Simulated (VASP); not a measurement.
Input of a VASP 6.6.1 run:

Contents of INCAR:

```
PREC     = Accurate       # precision mode
ENCUT    = 520            # plane-wave cutoff, eV
EDIFF    = 1E-6           # SCF threshold, eV
ISMEAR   = 0              # smearing method
SIGMA    = 0.05           # smearing width, eV
LREAL    = False          # projectors in reciprocal space
LASPH    = True           # aspherical terms in the spheres
NELM     = 100            # most SCF steps
ALGO     = Normal         # electronic algorithm
ISIF     = 2              # what is computed and relaxed
LWAVE    = False          # write WAVECAR
LCHARG   = True           # write CHGCAR
LDIPOL   = True         
IDIPOL   = 3            
DIPOL    = 0.5 0.5 0.500
GGA      = PE             # functional
LELF     = True           # ELF
LVHAR    = True         
LVACPOTAV= True         
NBANDS   = 28             # bands
```

File KPOINTS:

```
Automatic mesh
0
Gamma
  9 9 1
```

POSCAR

```
WS
1.0
    3.1885197112      0.0000000000      0.0000000000
   -1.5942598556      2.7613390704      0.0000000000
    0.0000000000      0.0000000000     31.9506691894
W S
2 2
Direct
    0.3333333333      0.6666666667      0.2347368675
    0.3333333333      0.6666666667      0.7652631325
    0.6666666667      0.3333333333      0.2839041026
    0.6666666667      0.3333333333      0.7160958974
```

Potentials or basis: VASP PAW PBE potentials, release 64 (W_sv, S).

Command:

```console
$ cat potpaw_PBE.64/W_sv/POTCAR potpaw_PBE.64/S/POTCAR > POTCAR
$ mpirun -np 1 vasp_std > vasp.out
```

Predict the largest force.

0.726 eV/Å.

Predict the band gap on the k mesh.

0.39 eV, indirect (least direct gap 0.89 eV).

Forces on the atoms (eV/Å):
```
W    0.000  0.000  0.726
W    0.000  0.000 -0.726
S    0.000  0.000 -0.726
S    0.000  0.000  0.726
```

Caveat: spin-orbit coupling is left out, which moves the levels of the heavy elements.
